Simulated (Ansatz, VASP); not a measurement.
P: VASP beside Ansatz

```
P
1.0
     3.29619    0.00000    0.00000
     0.00000    4.43916    0.00000
     0.00000    0.00000   30.33671
P
4
Cartesian
  1.6481 4.0729 14.1068
  0.0000 2.5858 14.1068
  1.6481 0.3663 16.2299
  0.0000 1.8533 16.2299
```

Alike in both runs: task single point; functional r2SCAN; k mesh 10 × 8 × 1; occupations gaussian, width 0.02 eV; no spin polarisation.

|  | VASP | Ansatz |
| --- | --- | --- |
| version | VASP 6.6.1 | Ansatz 0.2.0 |
| potentials or method | VASP PAW PBE potentials, release 64 (P), cutoff 520 eV | scalar-relativistic, plane waves, PAW |
| valence electrons in the cell | 20 | 20 |

Ansatz gave:

- gap on the k mesh at the Fermi level (eV): 0.89
- least direct gap on the mesh (eV): 0.89
- rms of the force components (eV/Å): 0.158

Problem. Estimate VASP's values.

Solution. gap on the k mesh at the Fermi level (eV): 0.92; least direct gap on the mesh (eV): 0.92; rms of the force components (eV/Å): 0.212.

VASP's potentials were made for PBE, not for r2SCAN. Atom by atom the forces differ by 0.058 eV/Å (rms over components). Ansatz's warnings: xc potential rough in thin density.
